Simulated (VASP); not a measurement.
# Ti (Im-3m) in VASP: a series of runs

Ti is run at these levels: PBEsol; tasks: single point.

Program: VASP 6.6.1. These are calculated values, not measurements. Logs are shortened: lines on timing, memory, paths and dates and some standing lists are left out, and cuts for length are marked.

### 1 The cell of the first run

It takes space group Im-3m (No. 229, cubic). The conventional cell has a = 3.184 Å, b = 3.184 Å, c = 3.184 Å, α = 90.00°, β = 90.00°, γ = 90.00°. Within 3.6 Å of Ti (site symmetry m-3m) lie 14 Ti at 2.76 to 3.18 Å.

### 2 Single point, PBEsol (strain -0.030 along x and y, -0.030 along z)

INCAR reads:

```
SYSTEM = Ti
PREC = Accurate
ENCUT = 520
EDIFF = 1E-6
ISMEAR = 0
SIGMA = 0.15
LREAL = .False.
LASPH = .True.
NELM = 80
ALGO = Normal
ISIF = 2
LWAVE = .False.
LCHARG = .False.
GGA = PS
NBANDS = 12
```

KPOINTS reads:

```
Automatic mesh
0
Gamma
  20 20 20
  0 0 0
```

POSCAR reads:

```
Ti
1.0
   -1.5917700000      1.5917700000      1.5917700000
    1.5917700000     -1.5917700000      1.5917700000
    1.5917700000      1.5917700000     -1.5917700000
Ti
1
Direct
    0.0000000000      0.0000000000      0.0000000000
```

Potentials or basis: VASP PAW PBE potentials, release 64 (Ti_sv).

On the command line:

```console
cat potpaw_PBE.64/Ti_sv/POTCAR > POTCAR
mpirun -np 1 vasp_std > vasp.out
```

OUTCAR:

```text
SYSTEM = Ti
   PREC = Accurate
   ENCUT = 520
   EDIFF = 1E-6
   ISMEAR = 0
   LREAL = .False.
   LASPH = .True.
   NELM = 80
   ISIF = 2
   GGA = PS

 ion  position               nearest neighbor table
   1  0.000  0.000  0.000-

  LATTYP: Found a body centered cubic cell.
 ALAT       =     3.1835400000

  Lattice vectors:

 A1 = (  -1.5917700000,   1.5917700000,   1.5917700000)
 A2 = (   1.5917700000,  -1.5917700000,   1.5917700000)
 A3 = (   1.5917700000,   1.5917700000,  -1.5917700000)

Analysis of symmetry for initial positions (statically):
=====================================================================
 Subroutine PRICEL returns:
 Original cell was already a primitive cell.

 Routine SETGRP: Setting up the symmetry group for a
 body centered cubic supercell.

 Subroutine GETGRP returns: Found 48 space group operations
 (whereof 48 operations were pure point group operations)
 out of a pool of 48 trial point group operations.

The static configuration has the point symmetry O_h .

Analysis of symmetry for dynamics (positions and initial velocities):
=====================================================================
 Subroutine PRICEL returns:
 Original cell was already a primitive cell.

 Routine SETGRP: Setting up the symmetry group for a
 body centered cubic supercell.

 Subroutine GETGRP returns: Found 48 space group operations
 (whereof 48 operations were pure point group operations)
 out of a pool of 48 trial point group operations.

The dynamic configuration has the point symmetry O_h .

 Subroutine INISYM returns: Found 48 space group operations
 (whereof 48 operations are pure point group operations),
 and found     1 'primitive' translations

----------------------------------------------------------------------------------------

                                     Primitive cell

  volume of cell :      16.1325

  direct lattice vectors                    reciprocal lattice vectors
    -1.591770000  1.591770000  1.591770000     0.000000000  0.314115733  0.314115733
     1.591770000 -1.591770000  1.591770000     0.314115733  0.000000000  0.314115733
     1.591770000  1.591770000 -1.591770000     0.314115733  0.314115733  0.000000000

  length of vectors
     2.757026514  2.757026514  2.757026514     0.444226729  0.444226729  0.444226729

  position of ions in fractional coordinates (direct lattice)
     0.000000000  0.000000000  0.000000000

  ion indices of the primitive-cell ions
   primitive index   ion index
[... 76 lines left out ...]
   NSW    =      0    number of steps for IOM
   IBRION =     -1    ionic relax: 0-MD 1-quasi-New 2-CG
   NFREE  =      0    steps in history (QN), initial steepest desc. (CG)
   ISIF   =      2    stress and relaxation
   ISYM   =      2    0-nonsym 1-usesym 2-fastsym
   POTIM  = 0.5000    time-step for ionic-motion
   TEBEG  =    0.0;   TEEND  =   0.0 temperature during run
   PSTRESS=    0.0 pullay stress
   NELECT =      12.0000    total number of electrons
   NUPDOWN=      -1.0000    fix difference up-down
   EMIN   =  10.00;   EMAX   =-10.00  energy-range for DOS
   EFERMI =   0.00;   METHOD = LEGACY
   ISMEAR =     0;   SIGMA  =   0.15  broadening in eV -4-tet -1-fermi 0-gaus
   EFERMI_NEDOS =   21; number of points for ismear=-14 and -15
   IALGO  =     38    algorithm
   IMIX   =      4    mixing-type and parameters
     AMIX     =   0.40;   BMIX     =  1.00
     AMIX_MAG =   1.60;   BMIX_MAG =  1.00
  volume/ion in A,a.u.               =      16.13       108.87
  Fermi-wavevector in a.u.,A,eV,Ry     =   1.483320  2.803069 29.936070  2.200239
  Thomas-Fermi vector in A             =   2.596996
   LORBIT       =      0    0 simple, 1 ext, 2 COOP (PROOUT), +10 PAW based schemes
   GGA     = PS    functional components
   LHFCALC =     F    Hartree Fock is set to
   AEXX    =    0.0000 exact exchange contribution
   IVDW    =     0    specifies the selected vdW correction
   LEPSILON=     F    determine dielectric tensor
   LRPA    =     F    only Hartree local field effects (RPA)
 non-spin polarized calculation
 Gauss-broadening in eV      SIGMA  =   0.15
  energy-cutoff  :      520.00
  volume of cell :       16.13
 maximum number of plane-waves:       466
 NGX is ok and might be reduce to    24
   NGX = 11   NGY = 11   NGZ = 11

 number of electron      12.0000003 magnetization

 Free energy of the ion-electron system (eV)
  ---------------------------------------------------
  ext. energy  EPLUGINS =         0.00000000
  ---------------------------------------------------
  free energy    TOTEN  =        -8.24438674 eV

  energy without entropy =       -8.22099183  energy(sigma->0) =       -8.23268929

 E-fermi :   8.7405     XC(G=0): -11.9883

 val. band max:        8.7403888905   @ k =   0.3500   0.2000   0.1000
 cond. band min:       8.7443016435   @ k =  -0.4500  -0.4500   0.1000
 fundamental gap:      0.0039127530
 Fermi energy:         8.7404699607

 k-point     1 :       0.0000    0.0000    0.0000
  band No.  band energies     occupation
      1     -47.4124      2.00000
      2     -23.2646      2.00000
      3     -23.2646      2.00000
      4     -23.2646      2.00000
      5       2.6381      2.00000
      6       9.7909      0.00000
      7       9.7909      0.00000
      8       9.7909      0.00000
      9      11.7315      0.00000
     10      11.7315      0.00000
     11      26.6906      0.00000
     12      26.6906      0.00000
[... 331 lines left out ...]
 k-point    24 :       0.2500    0.1000    0.0000
  band No.  band energies     occupation
      1     -47.2877      2.00000
      2     -23.8480      2.00000
      3     -23.4508      2.00000
      4     -23.2981      2.00000
      5       5.4625      2.00000
      6       8.7031      1.27515
      7       8.9222      0.08656
      8      11.3602      0.00000
      9      12.0308      0.00000
     10      12.2260      0.00000
     11      22.1081      0.00000
     12      23.9748      0.00000

 [... further k-points ...]
[... 5 lines left out ...]
  --------------------------------------------------------------------------------------
  -------------------------------------------------------------------------------------
  Total        0.2678946      0.2678946      0.2678946      0.0000000      0.0000000      0.0000000
  in kB       26.6056361     26.6056361     26.6056361      0.0000000      0.0000000      0.0000000
  external PRESSURE =      26.6056361 kB  Pullay stress =       0.0000000 kB

 VOLUME and BASIS-vectors are now :
 -----------------------------------------------------------------------------
  energy-cutoff  :      520.00
  volume of cell :       16.13
      direct lattice vectors                 reciprocal lattice vectors
    -1.591770000  1.591770000  1.591770000     0.000000000  0.314115733  0.314115733
     1.591770000 -1.591770000  1.591770000     0.314115733  0.000000000  0.314115733
     1.591770000  1.591770000 -1.591770000     0.314115733  0.314115733  0.000000000

 POSITION                                       TOTAL-FORCE (eV/Angst)
 -----------------------------------------------------------------------------------
      0.00000      0.00000      0.00000        -0.000000     -0.000000      0.000000
 -----------------------------------------------------------------------------------
    total drift:                                0.000000      0.000000      0.000000

  FREE ENERGIE OF THE ION-ELECTRON SYSTEM (eV)
  ---------------------------------------------------
  free  energy   TOTEN  =        -8.2443867441 eV

  energy  without entropy=       -8.2209918316  energy(sigma->0) =       -8.23268929
```

OSZICAR:

```text
N       E                     dE             d eps       ncg     rms          rms(c)
DAV:   1     0.850644039418E+02    0.85064E+02   -0.65564E+03  6152   0.122E+03
DAV:   2    -0.510315028141E+01   -0.90168E+02   -0.87785E+02  6284   0.297E+02
DAV:   3    -0.918219412069E+01   -0.40790E+01   -0.40327E+01  8288   0.641E+01
DAV:   4    -0.927034424806E+01   -0.88150E-01   -0.88070E-01  6908   0.846E+00
DAV:   5    -0.927257313456E+01   -0.22289E-02   -0.22288E-02  7148   0.118E+00    0.930E+00
DAV:   6    -0.824044660738E+01    0.10321E+01   -0.22779E+00  6672   0.220E+01    0.241E+00
DAV:   7    -0.823238238719E+01    0.80642E-02   -0.90812E-02  7396   0.340E+00    0.134E+00
DAV:   8    -0.824395832227E+01   -0.11576E-01   -0.41174E-02  6404   0.240E+00    0.133E-01
DAV:   9    -0.824434048744E+01   -0.38217E-03   -0.35083E-03  7504   0.593E-01    0.927E-02
DAV:  10    -0.824441161107E+01   -0.71124E-04   -0.32283E-04  6544   0.207E-01    0.155E-02
DAV:  11    -0.824438700310E+01    0.24608E-04   -0.23018E-05  7280   0.716E-02    0.923E-03
DAV:  12    -0.824438674406E+01    0.25904E-06   -0.18120E-06  6232   0.160E-02
   1 F= -.82443867E+01 E0= -.82326893E+01  d E =-.233949E-01
```

Run time: 15 s. Hardware: 1 thread of Intel Xeon 6975P-C (Granite Rapids), shared host; peak memory 0.17 GiB.

Results:

- Free energy: -8.2444 eV
- Pressure: 2.7 GPa
- Band gap on the k mesh: zero (band 6 reaches 9.79 eV, above the bottom of band 7 at 8.02 eV)

Levels at points of the mesh, in eV from the Fermi level:
```csv
k point,band 4,band 5,band 6,band 7,band 8,band 9
"(0.00, 0.00, 0.00)",-32.01,-6.10,1.05,1.05,1.05,2.99
"(0.50, 0.00, 0.00)",-32.01,-2.64,-0.48,1.40,2.99,3.38
"(0.50, 0.50, 0.50)",-32.59,-2.36,-2.36,4.31,4.31,4.31
```

Caveat: the cell differs from its parent crystal (strain -0.030 along x and y, -0.030 along z); the PAW data sets were made with another functional, which shifts forces and pressure a little.

### 3 Single point, PBEsol (strain -0.015 along x and y, -0.015 along z)

INCAR reads:

```
SYSTEM = Ti
  ALGO = Normal
  EDIFF = 1E-6
  ENCUT = 520
  GGA = PS
  ISIF = 2
  ISMEAR = 0
  LASPH = .True.
  LCHARG = .False.
  LREAL = .False.
  LWAVE = .False.
  NBANDS = 12
  NELM = 100
  PREC = Accurate
  SIGMA = 0.15
```

KPOINTS reads:

```
k-points
0
Gamma
  20 20 20
  0 0 0
```

POSCAR reads:

```
Ti
1.0
   -1.6163850000      1.6163850000      1.6163850000
    1.6163850000     -1.6163850000      1.6163850000
    1.6163850000      1.6163850000     -1.6163850000
Ti
1
Direct
    0.0000000000      0.0000000000      0.0000000000
```

Potentials or basis: VASP PAW PBE potentials, release 64 (Ti_sv).

On the command line:

```console
cat potpaw_PBE.64/Ti_sv/POTCAR > POTCAR
mpirun -np 1 vasp_std > vasp.out
```

Wall time 14 s (1 thread of Intel Xeon 6975P-C (Granite Rapids), shared host); peak memory 0.18 GiB.

Results (log left out):

| Item | Value |
| --- | --- |
| Free energy | -8.2447 eV |
| Pressure | -2.5 GPa |
| Band gap on the k mesh | zero (band 6 reaches 9.26 eV, above the bottom of band 7 at 7.57 eV) |

Levels at points of the mesh, in eV from the Fermi level:
| k point | band 3 | band 4 | band 5 | band 6 | band 7 | band 8 | band 9 | band 10 |
| --- | --- | --- | --- | --- | --- | --- | --- | --- |
| (0.00, 0.00, 0.00) | -32.16 | -32.16 | -6.01 | 1.01 | 1.01 | 1.01 | 2.84 | 2.84 |
| (0.50, 0.00, 0.00) | -32.39 | -32.16 | -2.53 | -0.43 | 1.24 | 2.84 | 3.20 | 4.44 |
| (0.50, 0.50, 0.50) | -32.67 | -32.67 | -2.20 | -2.20 | 4.08 | 4.08 | 4.08 | 8.58 |

Caveat: the cell differs from its parent crystal (strain -0.015 along x and y, -0.015 along z); the PAW data sets were made with another functional, which shifts forces and pressure a little.

### 4 Single point, PBEsol (strain +0.015 along x and y, +0.015 along z)

INCAR reads:

```
ALGO     = Fast           # electronic algorithm
EDIFF    = 1E-6           # SCF threshold, eV
ENCUT    = 520            # plane-wave cutoff, eV
GGA      = PS             # functional
ISIF     = 2              # what is computed and relaxed
ISMEAR   = 0              # smearing method
LASPH    = True           # aspherical terms in the spheres
LCHARG   = True           # write CHGCAR
LELF     = True           # ELF
LREAL    = False          # projectors in reciprocal space
LVHAR    = True         
LWAVE    = False          # write WAVECAR
NBANDS   = 12             # bands
NELM     = 60             # most SCF steps
PREC     = Accurate       # precision mode
SIGMA    = 0.15           # smearing width, eV
```

KPOINTS reads:

```
k-points
0
Gamma
  20 20 20
```

POSCAR reads:

```
Ti
1.0
   -1.6656150000      1.6656150000      1.6656150000
    1.6656150000     -1.6656150000      1.6656150000
    1.6656150000      1.6656150000     -1.6656150000
Ti
1
Direct
    0.0000000000      0.0000000000      0.0000000000
```

On the command line:

```console
cat potpaw_PBE.64/Ti_sv/POTCAR > POTCAR
mpirun -np 1 vasp_std > vasp.out
```

It took 30 s on 1 thread of Intel Xeon 6975P-C (Granite Rapids), shared host; peak memory 0.17 GiB.

The run converged. Its results:

| Item | Value |
| --- | --- |
| Free energy | -8.1783 eV |
| Pressure | -10.6 GPa |
| Band gap on the k mesh | zero (band 6 reaches 8.26 eV, above the bottom of band 7 at 6.72 eV) |

Levels at points of the mesh, in eV from the Fermi level:
| k point | band 3 | band 4 | band 5 | band 6 | band 7 | band 8 | band 9 | band 10 |
| --- | --- | --- | --- | --- | --- | --- | --- | --- |
| (0.00, 0.00, 0.00) | -32.44 | -32.44 | -5.81 | 0.93 | 0.93 | 0.93 | 2.57 | 2.57 |
| (0.50, 0.00, 0.00) | -32.62 | -32.44 | -2.31 | -0.35 | 0.98 | 2.54 | 2.87 | 3.96 |
| (0.50, 0.50, 0.50) | -32.83 | -32.83 | -1.90 | -1.90 | 3.64 | 3.64 | 3.64 | 7.87 |

Caveat: the cell differs from its parent crystal (strain +0.015 along x and y, +0.015 along z); the PAW data sets were made with another functional, which shifts forces and pressure a little.

[end of part 1 of 2]
